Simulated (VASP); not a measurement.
Runs of VASP 6.6.1 on Ru. The structure is hexagonal, space group P6_3/mmc (No. 194). The conventional cell has a = 2.706 Å, b = 2.706 Å, c = 4.282 Å, α = 90.00°, β = 90.00°, γ = 120.00°. Within 3.5 Å of Ru (site symmetry -6m2) lie 12 Ru at 2.65 to 2.71 Å. 

```tsv
smearing	gap on the mesh (eV)	pressure (GPa)
fermi-dirac 0.5 eV	none	7.1
fermi-dirac 0.2 eV	none	(a)
fermi-dirac 0.1 eV	none	-0.3
fermi-dirac 0.3 eV	none	1.8
```

Alike in all rows: task single point; level r2SCAN; potentials or basis VASP PAW PBE potentials, release 64 (Ru_pv); no spin polarisation; cell as given; k mesh 14 × 14 × 8; cutoff (eV) 550.

Fill in the values left out.

(a) 0.4.

Caveats: the PAW data sets were made with another functional, which shifts forces and pressure a little; an empty level that is flat over the whole mesh can mark a ghost state of the potentials, or a narrow d or f band (at least some runs); so wide a smearing shifts energies and pressures (at least some runs); the cell stands under pressure (at least some runs).

A k mesh can miss the band edges, and the runs leave out spin-orbit coupling on Ru.

A gap of «none» marks levels without a gap at the run's occupations.
